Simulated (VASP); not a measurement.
# Ge3Pd (P-62m) in VASP: single point with PBE

Aim: the single point of Ge3Pd with PBE.

Program: VASP 6.6.1. These are calculated values, not measurements. Logs are shortened: lines on timing, memory, paths and dates and some standing lists are left out, and cuts for length are marked.

## Step 1: The cell of the first run

The structure is hexagonal, space group P-62m (No. 189). Conventional cell: a = 5.486 Å, b = 5.486 Å, c = 2.865 Å, α = 90.00°, β = 90.00°, γ = 120.00°. Within 3.6 Å of Ge (site symmetry m2m) lie 4 Pd at 2.62 to 3.59 Å and 6 Ge at 2.87 to 2.90 Å. Pd (site symmetry -62m) has 12 Ge at 2.62 to 3.59 Å and 2 Pd at 2.87 Å within 3.6 Å.

The cell was built from a structure type or drawn by symmetry, and may not be a known phase.

## Step 2: Single point, PBE

Contents of INCAR:

```
ALGO = Normal
EDIFF = 1E-6
ENCUT = 520
GGA = PE
ISIF = 2
ISMEAR = 0
LASPH = True
LCHARG = False
LREAL = False
LWAVE = False
NBANDS = 34
NELM = 80
PREC = Accurate
SIGMA = 0.1
```

Contents of KPOINTS:

```
k-points
0
Gamma
  12 12 16
```

Contents of POSCAR:

```
Ge3Pd
1.0
    5.4859849301      0.0000000000      0.0000000000
   -2.7429924651      4.7510023142      0.0000000000
    0.0000000000      0.0000000000      2.8652265502
Ge Pd
3 1
Direct
    0.4002728045      0.0000000000      0.5000000000
    0.0000000000      0.4002728045      0.5000000000
    0.5997271955      0.5997271955      0.5000000000
    0.0000000000      0.0000000000      0.0000000000
```

Potentials or basis: VASP PAW PBE potentials, release 64 (Ge_d, Pd).

The run is started by

```bash
$ cat potpaw_PBE.64/Ge_d/POTCAR potpaw_PBE.64/Pd/POTCAR > POTCAR
$ mpirun -np 1 vasp_std > vasp.out
```

OUTCAR:

```text
EDIFF = 1E-6
   ENCUT = 520
   GGA = PE
   ISIF = 2
   ISMEAR = 0
   LASPH = True
   LREAL = False
   NELM = 80
   PREC = Accurate

 ion  position               nearest neighbor table
   1  0.400  0.000  0.500-   4 2.62   4 2.62   2 2.90   2 2.90   3 2.90   3 2.90
   2  0.000  0.400  0.500-   4 2.62   4 2.62   1 2.90   1 2.90   3 2.90   3 2.90
   3  0.600  0.600  0.500-   4 2.62   4 2.62   1 2.90   2 2.90   1 2.90   2 2.90
   4  0.000  0.000  0.000-   3 2.62   3 2.62   2 2.62   2 2.62   1 2.62   1 2.62

  LATTYP: Found a hexagonal cell.
 ALAT       =     5.4859849301
 C/A-ratio  =     0.5222811558

  Lattice vectors:

 A1 = (   5.4859849301,   0.0000000000,   0.0000000000)
 A2 = (  -2.7429924651,   4.7510023142,   0.0000000000)
 A3 = (   0.0000000000,   0.0000000000,   2.8652265502)

Analysis of symmetry for initial positions (statically):
=====================================================================
 Subroutine PRICEL returns:
 Original cell was already a primitive cell.

 Routine SETGRP: Setting up the symmetry group for a
 hexagonal supercell.

 Subroutine GETGRP returns: Found 12 space group operations
 (whereof 12 operations were pure point group operations)
 out of a pool of 24 trial point group operations.

The static configuration has the point symmetry D_3h.

Analysis of symmetry for dynamics (positions and initial velocities):
=====================================================================
 Subroutine PRICEL returns:
 Original cell was already a primitive cell.

 Routine SETGRP: Setting up the symmetry group for a
 hexagonal supercell.

 Subroutine GETGRP returns: Found 12 space group operations
 (whereof 12 operations were pure point group operations)
 out of a pool of 24 trial point group operations.

The dynamic configuration has the point symmetry D_3h.

 Subroutine INISYM returns: Found 12 space group operations
 (whereof 12 operations are pure point group operations),
 and found     1 'primitive' translations

----------------------------------------------------------------------------------------

                                     Primitive cell

  volume of cell :      74.6791

[... 88 lines left out ...]
   LSORBIT =      F    spin-orbit coupling
   LASPH  =      T    aspherical Exc in radial PAW
   ENCUT  =  520.0 eV  38.22 Ry    6.18 a.u.  10.20 10.20  5.33*2*pi/ulx,y,z
   NELM   =     80;   NELMIN=  2; NELMDL= -5     # of ELM steps
   EDIFF  = 0.1E-05   stopping-criterion for ELM
   LREAL  =      F    real-space projection
   EDIFFG = 0.1E-04   stopping-criterion for IOM
   NSW    =      0    number of steps for IOM
   IBRION =     -1    ionic relax: 0-MD 1-quasi-New 2-CG
   NFREE  =      0    steps in history (QN), initial steepest desc. (CG)
   ISIF   =      2    stress and relaxation
   ISYM   =      2    0-nonsym 1-usesym 2-fastsym
   POTIM  = 0.5000    time-step for ionic-motion
   TEBEG  =    0.0;   TEEND  =   0.0 temperature during run
   PSTRESS=    0.0 pullay stress
   NELECT =      52.0000    total number of electrons
   NUPDOWN=      -1.0000    fix difference up-down
   EMIN   =  10.00;   EMAX   =-10.00  energy-range for DOS
   EFERMI =   0.00;   METHOD = LEGACY
   ISMEAR =     0;   SIGMA  =   0.10  broadening in eV -4-tet -1-fermi 0-gaus
   EFERMI_NEDOS =   21; number of points for ismear=-14 and -15
   IALGO  =     38    algorithm
   IMIX   =      4    mixing-type and parameters
     AMIX     =   0.40;   BMIX     =  1.00
     AMIX_MAG =   1.60;   BMIX_MAG =  1.00
  volume/ion in A,a.u.               =      18.67       125.99
  Fermi-wavevector in a.u.,A,eV,Ry     =   1.451030  2.742049 28.646897  2.105488
  Thomas-Fermi vector in A             =   2.568574
   LORBIT       =      0    0 simple, 1 ext, 2 COOP (PROOUT), +10 PAW based schemes
   GGA     = PE    functional components
   LHFCALC =     F    Hartree Fock is set to
   AEXX    =    0.0000 exact exchange contribution
   IVDW    =     0    specifies the selected vdW correction
   LEPSILON=     F    determine dielectric tensor
   LRPA    =     F    only Hartree local field effects (RPA)
 non-spin polarized calculation
 Gauss-broadening in eV      SIGMA  =   0.10
  energy-cutoff  :      520.00
  volume of cell :       74.68
 maximum number of plane-waves:      2045
 NGX is ok and might be reduce to    42
   NGX = 21   NGY = 21   NGZ = 11

 number of electron      51.9999988 magnetization

 Free energy of the ion-electron system (eV)
  ---------------------------------------------------
  ext. energy  EPLUGINS =         0.00000000
  ---------------------------------------------------
  free energy    TOTEN  =       -18.63883795 eV

  energy without entropy =      -18.62852209  energy(sigma->0) =      -18.63368002

 E-fermi :   6.9303     XC(G=0): -11.3703

 val. band max:        6.9252150536   @ k =   0.3333   0.0833   0.0000
 cond. band min:       6.9319451737   @ k =   0.1667   0.0000   0.3750
 fundamental gap:      0.0067301201
 Fermi energy:         6.9303377317

 k-point     1 :       0.0000    0.0000    0.0000
  band No.  band energies     occupation
      1     -17.8415      2.00000
      2     -17.8000      2.00000
      3     -17.8000      2.00000
      4     -17.7454      2.00000
      5     -17.7454      2.00000
      6     -17.7382      2.00000
[... 877 lines left out ...]
     33      15.3326      0.00000
     34      16.5598      0.00000

 [... further k-points ...]

------------------------ aborting loop because EDIFF is reached ----------------------------------------

  FORCE on cell =-STRESS in cart. coord.  units (eV):
  Direction    XX          YY          ZZ          XY          YZ          ZX
  --------------------------------------------------------------------------------------
  -------------------------------------------------------------------------------------
  Total       -0.0012707     -0.0012707      0.0384951      0.0000000      0.0000000      0.0000000
  in kB       -0.0272618     -0.0272618      0.8258798      0.0000000      0.0000000      0.0000000
  external PRESSURE =       0.2571187 kB  Pullay stress =       0.0000000 kB

 VOLUME and BASIS-vectors are now :
 -----------------------------------------------------------------------------
  energy-cutoff  :      520.00
  volume of cell :       74.68
      direct lattice vectors                 reciprocal lattice vectors
     5.485984930  0.000000000  0.000000000     0.182282674  0.105240951  0.000000000
    -2.742992465  4.751002314  0.000000000     0.000000000  0.210481901  0.000000000
     0.000000000  0.000000000  2.865226550     0.000000000  0.000000000  0.349012541

 POSITION                                       TOTAL-FORCE (eV/Angst)
 -----------------------------------------------------------------------------------
      2.19589      0.00000      1.43261         0.007642     -0.000000      0.000000
     -1.09795      1.90170      1.43261        -0.003821      0.006619     -0.000000
      1.64505      2.84931      1.43261        -0.003821     -0.006619      0.000000
      0.00000      0.00000      0.00000        -0.000000      0.000000      0.000000
 -----------------------------------------------------------------------------------
    total drift:                               -0.000005     -0.000009      0.000005

  FREE ENERGIE OF THE ION-ELECTRON SYSTEM (eV)
  ---------------------------------------------------
  free  energy   TOTEN  =       -18.6388379531 eV

  energy  without entropy=      -18.6285220861  energy(sigma->0) =      -18.63368002
```

Wall time 8.1 min (1 thread of Intel Xeon 8259CL, shared host); peak memory 0.47 GiB.

What came out:

| Item | Value |
| --- | --- |
| Free energy | -18.6388 eV |
| Pressure | 0.0 GPa |
| Largest force | 0.008 eV/Å |
| Band gap on the k mesh | zero (bands 26 and 27 overlap by 2.52 eV) |

Forces in eV/Å, atoms in the order of the input:
```
Ge   0.008  0.000  0.000
Ge  -0.004  0.007  0.000
Ge  -0.004 -0.007  0.000
Pd   0.000  0.000  0.000
```

Levels at points of the mesh, in eV from the Fermi level:
```tsv
k point	band 22	band 23	band 24	band 25	band 26	band 27	band 28	band 29	band 30	band 31
(0.00, 0.00, 0.00)	-3.63	-2.45	-2.45	-2.29	-2.29	-1.60	5.11	6.53	6.53	8.29
(0.50, 0.00, 0.00)	-2.59	-2.49	-2.46	-0.55	0.54	0.94	2.13	3.31	6.68	6.83
(0.00, 0.00, 0.50)	-3.10	-3.10	-1.96	-1.04	-0.21	-0.21	0.59	1.76	1.76	4.03
(0.50, 0.00, 0.50)	-3.36	-3.10	-2.67	-1.68	-1.26	-0.65	2.13	3.14	3.37	4.06
```
